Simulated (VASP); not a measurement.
A run of VASP 6.6.1 is set up as follows.

File POSCAR:

```
NaF
1.0
   -0.0747371929      2.2225125901      2.2225125901
    2.2225125901     -0.0747371929      2.2225125901
    2.2225125901      2.2225125901     -0.0747371929
Na F
1 1
Direct
    0.0000000000      0.0000000000      0.0000000000
    0.5000000000      0.5000000000      0.5000000000
```

File INCAR.step1:

```
PREC = Accurate ; ENCUT = 520
EDIFF = 1E-5 ; ISMEAR = 0
SIGMA = 0.01 ; LREAL = F
LASPH = T ; NELM = 100
ALGO = Normal ; ISIF = 2
LWAVE = T ; LCHARG = F
NBANDS = 14 ; GGA = PE
```

Contents of INCAR.step2:

```
PREC = Accurate ; ENCUT = 520
EDIFF = 1E-6 ; ISMEAR = 0
SIGMA = 0.01 ; LREAL = F
LASPH = T ; NELM = 100
ALGO = Normal ; ISIF = 2
LWAVE = F ; LCHARG = F
GGA = PE ; LHFCALC = T
HFSCREEN = 0.2079 ; PRECFOCK = Normal
NBANDS = 14 ; ISTART = 1
```

File KPOINTS:

```
Automatic mesh
0
Gamma
  6 6 6
```

Potentials or basis: VASP PAW PBE potentials, release 64 (Na_pv, F).

Command:

```console
$ cat potpaw_PBE.64/Na_pv/POTCAR potpaw_PBE.64/F/POTCAR > POTCAR
$ cp INCAR.step1 INCAR
$ mpirun -np 1 vasp_std > vasp.out
$ cp INCAR.step2 INCAR
$ mpirun -np 1 vasp_std > vasp.out
```

Predict the pressure.

4.8 GPa.

Estimate the band gap on the k mesh.

8.81 eV.

Stress tensor (GPa, compression positive):
```
4.80 0.86 0.86
0.86 4.80 0.86
0.86 0.86 4.80
```

Caveat: the cell differs from its parent crystal (strain along [111] -4.9%); the cell stands under pressure; the PAW data sets were made with another functional, which shifts forces and pressure a little.
